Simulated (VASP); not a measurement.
# V (P6_3/mmc) in VASP: a series of runs

V is run at these levels: PBEsol; tasks: single point.

Everything below comes from runs of VASP 6.6.1. Logs are shortened: lines on timing, memory, paths and dates and some standing lists are left out, and cuts for length are marked.

**1. The cell of the first run**

The structure is hexagonal, space group P6_3/mmc (No. 194). Conventional cell: a = 2.604 Å, b = 2.604 Å, c = 4.723 Å, α = 90.00°, β = 90.00°, γ = 120.00°. Within 3.4 Å of V (site symmetry -6m2) lie 12 V at 2.60 to 2.80 Å.

This isn't the form of V at room conditions, which is bcc.

**2. Single point, PBEsol, collinear spin, ferromagnetic start**

INCAR reads:

```
SYSTEM = V
ALGO     = Normal         ! electronic algorithm
EDIFF    = 1E-6           ! SCF threshold, eV
ENCUT    = 520            ! plane-wave cutoff, eV
GGA      = PS             ! functional
ISIF     = 2              ! what is computed and relaxed
ISMEAR   = -1             ! smearing method
ISPIN    = 2              ! spin polarisation
LASPH    = .TRUE.         ! aspherical terms in the spheres
LCHARG   = .TRUE.         ! write CHGCAR
LELF     = .TRUE.         ! ELF
LMAXMIX  = 4              ! l up to which the mixer works
LORBIT   = 11             ! projections on sites
LREAL    = .FALSE.        ! projectors in reciprocal space
LVHAR    = .TRUE.       
LWAVE    = .FALSE.        ! write WAVECAR
MAGMOM   = 2.5 2.5        ! initial moments
NBANDS   = 24             ! bands
NELM     = 150            ! most SCF steps
NUPDOWN  = 5.0            ! fixed moment
PREC     = Accurate       ! precision mode
SIGMA    = 0.05           ! smearing width, eV
```

KPOINTS reads:

```
k-points
0
G
  10 10 5
  0 0 0
```

POSCAR reads:

```
V
1.0
    2.6042941027      0.0000000000      0.0000000000
   -1.3021470513      2.2553848518      0.0000000000
    0.0000000000      0.0000000000      4.7233360000
V
2
Direct
    0.3333333333      0.6666666667      0.2500000000
    0.6666666667      0.3333333333      0.7500000000
```

Potentials or basis: VASP PAW PBE potentials, release 64 (V_sv).

The run is started by

```
cat potpaw_PBE.64/V_sv/POTCAR > POTCAR
mpirun -np 1 vasp_std > vasp.out
```

OUTCAR:

```text
SYSTEM = V
   EDIFF = 1E-6
   ENCUT = 520
   GGA = PS
   ISIF = 2
   ISMEAR = -1
   ISPIN = 2
   LASPH = .TRUE.
   LORBIT = 11
   LREAL = .FALSE.
   NELM = 150
   NUPDOWN = 5.0
   PREC = Accurate

 ion  position               nearest neighbor table
   1  0.333  0.667  0.250-   2 2.80   2 2.80   2 2.80   2 2.80   2 2.80   2 2.80
   2  0.667  0.333  0.750-   1 2.80   1 2.80   1 2.80   1 2.80   1 2.80   1 2.80

  LATTYP: Found a hexagonal cell.
 ALAT       =     2.6042941027
 C/A-ratio  =     1.8136722712

  Lattice vectors:

 A1 = (   2.6042941027,   0.0000000000,   0.0000000000)
 A2 = (  -1.3021470513,   2.2553848518,   0.0000000000)
 A3 = (   0.0000000000,   0.0000000000,   4.7233360000)

Analysis of symmetry for initial positions (statically):
=====================================================================
 Subroutine PRICEL returns:
 Original cell was already a primitive cell.

 Routine SETGRP: Setting up the symmetry group for a
 hexagonal supercell.

 Subroutine GETGRP returns: Found 24 space group operations
 (whereof 12 operations were pure point group operations)
 out of a pool of 24 trial point group operations.

The static configuration has the point symmetry D_3d.
 The point group associated with its full space group is D_6h.

Analysis of symmetry for dynamics (positions and initial velocities):
=====================================================================
 Subroutine PRICEL returns:
 Original cell was already a primitive cell.

 Routine SETGRP: Setting up the symmetry group for a
 hexagonal supercell.

 Subroutine GETGRP returns: Found 24 space group operations
 (whereof 12 operations were pure point group operations)
 out of a pool of 24 trial point group operations.

The dynamic configuration has the point symmetry D_3d.
 The point group associated with its full space group is D_6h.

Analysis of structural, dynamic, and magnetic symmetry:
=====================================================================
 Subroutine PRICEL returns:
 Original cell was already a primitive cell.

 Routine SETGRP: Setting up the symmetry group for a
 hexagonal supercell.

 Subroutine GETGRP returns: Found 24 space group operations
 (whereof 12 operations were pure point group operations)
 out of a pool of 24 trial point group operations.

The overall configuration has the point symmetry D_3d.
 The point group associated with its full space group is D_6h.

 Subroutine INISYM returns: Found 24 space group operations
 (whereof 12 operations are pure point group operations),
 and found     1 'primitive' translations

----------------------------------------------------------------------------------------

                                     Primitive cell

  volume of cell :      27.7434

  direct lattice vectors                    reciprocal lattice vectors
     2.604294103  0.000000000  0.000000000     0.383981210  0.221691655  0.000000000
    -1.302147051  2.255384852  0.000000000     0.000000000  0.443383310  0.000000000
     0.000000000  0.000000000  4.723336000     0.000000000  0.000000000  0.211714771

  length of vectors
     2.604294103  2.604294103  4.723336000     0.443383310  0.443383310  0.211714771

  position of ions in fractional coordinates (direct lattice)
     0.333333333  0.666666667  0.250000000
     0.666666667  0.333333333  0.750000000

  ion indices of the primitive-cell ions
   primitive index   ion index
                 1           1
                 2           2

----------------------------------------------------------------------------------------

 KPOINTS: k-points

Automatic generation of k-mesh.
 Grid dimensions read from file:
 generate k-points for:   10   10    5

 Generating k-lattice:

  Cartesian coordinates                     Fractional coordinates (reciprocal lattice)
     0.038398121  0.022169165  0.000000000     0.100000000  0.000000000  0.000000000
     0.000000000  0.044338331  0.000000000     0.000000000  0.100000000  0.000000000
     0.000000000  0.000000000  0.042342954     0.000000000  0.000000000  0.200000000

  Length of vectors
     0.044338331  0.044338331  0.042342954

  Shift w.r.t. Gamma in fractional coordinates (k-lattice)
     0.000000000  0.000000000  0.000000000

 Subroutine IBZKPT returns following result:
 ===========================================

 Found     42 irreducible k-points:

 Following reciprocal coordinates:
            Coordinates               Weight
  0.000000  0.000000  0.000000      1.000000
  0.100000 -0.000000  0.000000      6.000000
  0.200000 -0.000000  0.000000      6.000000
  0.300000  0.000000  0.000000      6.000000
  0.400000 -0.000000  0.000000      6.000000
  0.500000  0.000000  0.000000      3.000000
[... 16 lines left out ...]
  0.300000  0.100000  0.200000     24.000000
  0.400000  0.100000  0.200000     24.000000
 [... further k-points ...]
   k-points           NKPTS =     42   k-points in BZ     NKDIM =     42   number of bands    NBANDS=     24
   number of dos      NEDOS =    301   number of ions     NIONS =      2
   total plane-waves  NPLWV =  14400
   dimension x,y,z NGX =    20 NGY =   20 NGZ =   36
   dimension x,y,z NGXF=    40 NGYF=   40 NGZF=   72
   ions per type =               2
   NGX,Y,Z   is equivalent  to a cutoff of  12.77, 12.77, 12.67 a.u.
   NGXF,Y,Z  is equivalent  to a cutoff of  25.53, 25.53, 25.34 a.u.
 SYSTEM =  V
   PREC   = accura    normal or accurate (medium, high low for compatibility)
   ISTART =      0    job   : 0-new  1-cont  2-samecut
   ICHARG =      2    charge: 1-file 2-atom 10-const
   ISPIN  =      2    spin polarized calculation?
   LNONCOLLINEAR =      F non collinear calculations
   LSORBIT =      F    spin-orbit coupling
   LASPH  =      T    aspherical Exc in radial PAW
   ENCUT  =  520.0 eV  38.22 Ry    6.18 a.u.   4.84  4.84  8.78*2*pi/ulx,y,z
   NELM   =    150;   NELMIN=  2; NELMDL= -5     # of ELM steps
   EDIFF  = 0.1E-05   stopping-criterion for ELM
   LREAL  =      F    real-space projection
   EDIFFG = 0.1E-04   stopping-criterion for IOM
   NSW    =      0    number of steps for IOM
   IBRION =     -1    ionic relax: 0-MD 1-quasi-New 2-CG
   NFREE  =      0    steps in history (QN), initial steepest desc. (CG)
   ISIF   =      2    stress and relaxation
   ISYM   =      2    0-nonsym 1-usesym 2-fastsym
   POTIM  = 0.5000    time-step for ionic-motion
   TEBEG  =    0.0;   TEEND  =   0.0 temperature during run
   PSTRESS=    0.0 pullay stress
   NELECT =      26.0000    total number of electrons
   NUPDOWN=       5.0000    fix difference up-down
   EMIN   =  10.00;   EMAX   =-10.00  energy-range for DOS
   EFERMI =   0.00;   METHOD = LEGACY
   ISMEAR =    -1;   SIGMA  =   0.05  broadening in eV -4-tet -1-fermi 0-gaus
   EFERMI_NEDOS =   21; number of points for ismear=-14 and -15
   IALGO  =     38    algorithm
   IMIX   =      4    mixing-type and parameters
     AMIX     =   0.40;   BMIX     =  1.00
     AMIX_MAG =   1.60;   BMIX_MAG =  1.00
  volume/ion in A,a.u.               =      13.87        93.61
  Fermi-wavevector in a.u.,A,eV,Ry     =   1.602062  3.027459 34.920768  2.566604
  Thomas-Fermi vector in A             =   2.698942
   LORBIT       =     11    0 simple, 1 ext, 2 COOP (PROOUT), +10 PAW based schemes
   GGA     = PS    functional components
   LHFCALC =     F    Hartree Fock is set to
   AEXX    =    0.0000 exact exchange contribution
   IVDW    =     0    specifies the selected vdW correction
   LEPSILON=     F    determine dielectric tensor
   LRPA    =     F    only Hartree local field effects (RPA)
 spin polarized calculation
  energy-cutoff  :      520.00
  volume of cell :       27.74
 maximum number of plane-waves:       762
 NGX is ok and might be reduce to    20
   NGX =  9   NGY =  9   NGZ = 17

 number of electron      26.0000012 magnetization       5.0000003

 Free energy of the ion-electron system (eV)
  ---------------------------------------------------
  ext. energy  EPLUGINS =         0.00000000
  ---------------------------------------------------
  free energy    TOTEN  =       -16.92589826 eV

  energy without entropy =      -16.90485492  energy(sigma->0) =      -16.91537659

 E-fermi :   9.0883     XC(G=0): -12.7588

 val. band max:       10.6422125461   @ k =   0.1000  -0.0000   0.0000
 cond. band min:       9.1356539967   @ k =   0.3000   0.3000   0.0000
 fundamental gap:     -1.5065585493
 Fermi energy:        10.6671402415

 spin component 1

 k-point     1 :       0.0000    0.0000    0.0000
  band No.  band energies     occupation
      1     -54.5897      1.00000
      2     -54.4782      1.00000
      3     -28.8208      1.00000
      4     -28.1641      1.00000
      5     -28.0509      1.00000
      6     -28.0509      1.00000
[... 16 lines left out ...]
     23      27.0225      0.00000
     24      29.1343      0.00000
[... 598 lines left out ...]
      2     -54.3496      1.00000
      3     -28.9116      1.00000
      4     -28.8390      1.00000
      5     -28.4259      1.00000
      6     -28.3117      1.00000
[... 16 lines left out ...]
     23      22.6484      0.00000
     24      23.1257      0.00000

 [... further k-points ...]

 spin component 2

 k-point     1 :       0.0000    0.0000    0.0000
  band No.  band energies     occupation
      1     -52.6898      1.00000
      2     -52.5769      1.00000
      3     -26.9672      1.00000
      4     -26.2982      1.00000
      5     -26.1438      1.00000
      6     -26.1438      1.00000
[... 16 lines left out ...]
     23      28.4981      0.00000
     24      30.8713      0.00000
[... 598 lines left out ...]
      2     -52.4495      1.00000
      3     -27.0078      1.00000
      4     -26.9321      1.00000
      5     -26.5604      1.00000
      6     -26.4092      1.00000
[... 16 lines left out ...]
     23      24.0923      0.00000
     24      24.6909      0.00000

 [... further k-points ...]

------------------------ aborting loop because EDIFF is reached ----------------------------------------

  FORCE on cell =-STRESS in cart. coord.  units (eV):
  Direction    XX          YY          ZZ          XY          YZ          ZX
  --------------------------------------------------------------------------------------
  -------------------------------------------------------------------------------------
  Total        5.2288443      5.2288443     -0.6240214      0.0000000      0.0000000      0.0000000
  in kB      301.9651080    301.9651080    -36.0371606      0.0000000      0.0000000      0.0000000
  external PRESSURE =     189.2976851 kB  Pullay stress =       0.0000000 kB

 VOLUME and BASIS-vectors are now :
 -----------------------------------------------------------------------------
  energy-cutoff  :      520.00
  volume of cell :       27.74
      direct lattice vectors                 reciprocal lattice vectors
     2.604294103  0.000000000  0.000000000     0.383981210  0.221691655  0.000000000
    -1.302147051  2.255384852  0.000000000     0.000000000  0.443383310  0.000000000
     0.000000000  0.000000000  4.723336000     0.000000000  0.000000000  0.211714771

 POSITION                                       TOTAL-FORCE (eV/Angst)
 -----------------------------------------------------------------------------------
     -0.00000      1.50359      1.18083         0.000000     -0.000000      0.000000
      1.30215      0.75179      3.54250        -0.000000      0.000000      0.000000
 -----------------------------------------------------------------------------------
    total drift:                                0.000000     -0.000000      0.000000

  FREE ENERGIE OF THE ION-ELECTRON SYSTEM (eV)
  ---------------------------------------------------
  free  energy   TOTEN  =       -16.9258982558 eV

  energy  without entropy=      -16.9048549232  energy(sigma->0) =      -16.91537659

 total charge

# of ion       s       p       d       tot
------------------------------------------
    1        2.347   6.213   3.118  11.678
    2        2.347   6.213   3.118  11.678
--------------------------------------------------
tot          4.695  12.426   6.235  23.356

 magnetization (x)

# of ion       s       p       d       tot
------------------------------------------
    1        0.023   0.128   1.958   2.109
    2        0.023   0.128   1.958   2.109
--------------------------------------------------
tot          0.046   0.256   3.915   4.217
```

It took 28 s on 1 thread of Intel Xeon Platinum 8488C (Sapphire Rapids), shared host; peak memory 0.16 GiB.

Results:

```yaml
Free_energy: -16.9259 eV
Pressure: 18.9 GPa
Net_moment: 5.00 μB per cell
Site_moments: V +2.11 μB
Valence_electrons_inside_the_program's_atomic_spheres: V 11.68
```

Stress tensor (GPa, compression positive):
```
30.20  0.00  0.00
 0.00 30.20  0.00
 0.00  0.00 -3.60
```

Caveat: the stress differs along the axes, from -4 to 30 GPa; the PAW data sets were made with another functional, which shifts forces and pressure a little; the total moment is fixed, so each spin has its own Fermi level and the state may be an excited one.

**3. Single point, PBEsol, collinear spin, ferromagnetic start**

INCAR reads:

```
SYSTEM = V
PREC = Accurate
ENCUT = 520
EDIFF = 1E-6
ISMEAR = -1
SIGMA = 0.05
LREAL = .False.
LASPH = .True.
NELM = 150
ALGO = Normal
ISIF = 2
LWAVE = .False.
LCHARG = .False.
ISPIN = 2
MAGMOM = 3 3
LORBIT = 11
NUPDOWN = 6.0
LMAXMIX = 4
GGA = PS
NBANDS = 24
```

KPOINTS reads:

```
Automatic mesh
0
Gamma
  10 10 5
  0 0 0
```

POSCAR is that of step 2.

Potentials or basis: VASP PAW PBE potentials, release 64 (V_sv).

The run is started by

```
cat potpaw_PBE.64/V_sv/POTCAR > POTCAR
mpirun -np 1 vasp_std > vasp.out
```

Run time: 28 s. Hardware: 1 thread of Intel Xeon Platinum 8488C (Sapphire Rapids), shared host; peak memory 0.17 GiB.

Results (log left out):

```
Free energy                                           : -15.9968 eV
Pressure                                              : 30.3 GPa
Net moment                                            : 6.00 μB per cell
Site moments                                          : V +2.52 μB
Valence electrons inside the program's atomic spheres : V 11.70
```

Stress tensor (GPa, compression positive):
```
42.73  0.00  0.00
 0.00 42.73  0.00
 0.00  0.00  5.58
```

Caveat: the stress differs along the axes, from 6 to 43 GPa; the PAW data sets were made with another functional, which shifts forces and pressure a little; the total moment is fixed, so each spin has its own Fermi level and the state may be an excited one.
